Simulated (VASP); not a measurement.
Set up this calculation in VASP 6.6.1, as the native input.

| Item | Value |
| --- | --- |
| Task | single point |
| Functional | r2SCAN |
| Potentials or basis | VASP PAW PBE potentials, release 64 (Sr_sv, O) |
| Cutoff | 520 eV |
| k mesh | 8 × 8 × 8 |
| Occupations | gaussian, width 0.05 eV |
| Spin | no spin polarisation |
| Dipole correction | no |
| Further INCAR settings | ALGO = Normal; EDIFF = 1e-07; NBANDS = 15 |

SrO:

```
CELL_PARAMETERS angstrom
0.00000 2.56980 2.56980
2.56980 0.00000 2.56980
2.56980 2.56980 0.00000
ATOMIC_POSITIONS crystal
Sr 0.98784 0.98784 0.01216
O 0.50000 0.50000 0.50000
```

This cell differs from its parent crystal: all Sr atoms moved +0.062 Å, as atom 1 towards its neighbour atom 2 (O) at 2.570 Å.

These files were run (other wordings do the same):

POSCAR

```
SrO
1.0
    0.0000000000      2.5698000000      2.5698000000
    2.5698000000      0.0000000000      2.5698000000
    2.5698000000      2.5698000000      0.0000000000
Sr O
1 1
Direct
   -0.0121604794     -0.0121604794      0.0121604794
    0.5000000000      0.5000000000      0.5000000000
```

INCAR.step1

```
PREC = Accurate
ENCUT = 520
ISMEAR = 0
SIGMA = 0.05
LREAL = False
LASPH = True
NELM = 80
NBANDS = 15
GGA = PE
ALGO = Normal
EDIFF = 1E-4
LWAVE = True
LCHARG = False
```

INCAR.step2

```
PREC = Accurate
ENCUT = 520
EDIFF = 1E-7
ISMEAR = 0
SIGMA = 0.05
LREAL = False
LASPH = True
NELM = 80
ALGO = Normal
ISIF = 2
LWAVE = False
LCHARG = False
METAGGA = R2SCAN
LMIXTAU = True
NBANDS = 15
ISTART = 1
```

KPOINTS

```
Automatic mesh
0
Gamma
  8 8 8
```

Potentials or basis: VASP PAW PBE potentials, release 64 (Sr_sv, O).

The run is started by

```sh
$ cat potpaw_PBE.64/Sr_sv/POTCAR potpaw_PBE.64/O/POTCAR > POTCAR
$ cp INCAR.step1 INCAR
$ mpirun -np 1 vasp_std > vasp.out
$ cp INCAR.step2 INCAR
$ mpirun -np 1 vasp_std > vasp.out
```

Results of the run:

The pressure is 1.8 GPa. The largest force is 0.166 eV/Å and the band gap on the k mesh is 3.75 eV (least direct gap 3.83 eV).

Caveat: the cell differs from its parent crystal (all Sr atoms moved +0.062 Å, as atom 1 towards its neighbour atom 2 (O) at 2.570 Å); the PAW data sets were made with another functional, which shifts forces and pressure a little.

It took 4.7 min on 1 thread of AMD EPYC 7R13, with other jobs on the host, peak memory 0.15 GiB.
